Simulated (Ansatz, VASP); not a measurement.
**One calculation of PbSe, two programs**

```
CELL_PARAMETERS angstrom
0.00000 3.02091 3.02091
3.02091 0.00000 3.02091
3.02091 3.02091 0.00000
ATOMIC_POSITIONS crystal
Pb 0.00000 0.00000 0.00000
Se 0.50000 0.50000 0.50000
```

Alike in both runs: functional LDA; k mesh 10 × 10 × 10; occupations gaussian, width 0.01 eV; no spin polarisation.

Ansatz relaxed the structure, and its values are those at the end. VASP's run is a single point on that final structure, the one shown.

|  | VASP | Ansatz |
| --- | --- | --- |
| version | VASP 6.6.1 | Ansatz 0.2.0 |
| potentials or method | VASP PAW LDA potentials, release 64 (Pb_d, Se), cutoff 500 eV | scalar-relativistic, plane waves, PAW |
| valence electrons in the cell | 20 | 30 |

Ansatz gave:

* gap on the k mesh at the Fermi level (eV): 0.06
* least direct gap on the mesh (eV): 0.06
* pressure (GPa): 0.0

Problem. Which values does VASP return?

Solution. gap on the k mesh at the Fermi level (eV): 0.03; least direct gap on the mesh (eV): 0.03; pressure (GPa): 0.1.

Ansatz warns that its potentials were made for another functional, while VASP's fit it. LDA's correlation is that of Perdew and Zunger in VASP and of Perdew and Wang (1992) in Ansatz. VASP's potentials hold 20 valence electrons a cell and Ansatz's 30, so a difference there can come from the potentials and not from the codes.

Neither program's run includes spin-orbit coupling.
